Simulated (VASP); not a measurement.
Mg, 1 atom in the cell. The structure is cubic, space group Im-3m (No. 229). The conventional cell has a = 3.555 Å, b = 3.555 Å, c = 3.555 Å, α = 90.00°, β = 90.00°, γ = 90.00°. Mg (site symmetry m-3m) has 14 Mg at 3.08 to 3.55 Å within 4.1 Å. This isn't the form of Mg at room conditions, which is hcp.

- Program: VASP 6.6.1
- Task: single point
- Functional: PBEsol
- Potentials or basis: VASP PAW PBE potentials, release 64 (Mg)
- Cutoff: 520 eV
- k mesh: 20 × 20 × 20
- Occupations: gaussian, width 0.1 eV
- Spin: no spin polarisation
- Dipole correction: no
- Further INCAR settings: ALGO = Normal; EDIFF = 1e-06; NBANDS = 7

Potentials or basis: VASP PAW PBE potentials, release 64 (Mg).

Run with:

```bash
$ cat potpaw_PBE.64/Mg/POTCAR > POTCAR
$ mpirun -np 1 vasp_std > vasp.out
```

Hardware: 1 thread of Intel Xeon 8259CL, with other jobs on the host.

How long does it take, and how much memory?

Run time: 31 s on 1 thread of Intel Xeon 8259CL, with other jobs on the host, peak memory 0.17 GiB. Counts: scf iterations 9, k points 256.
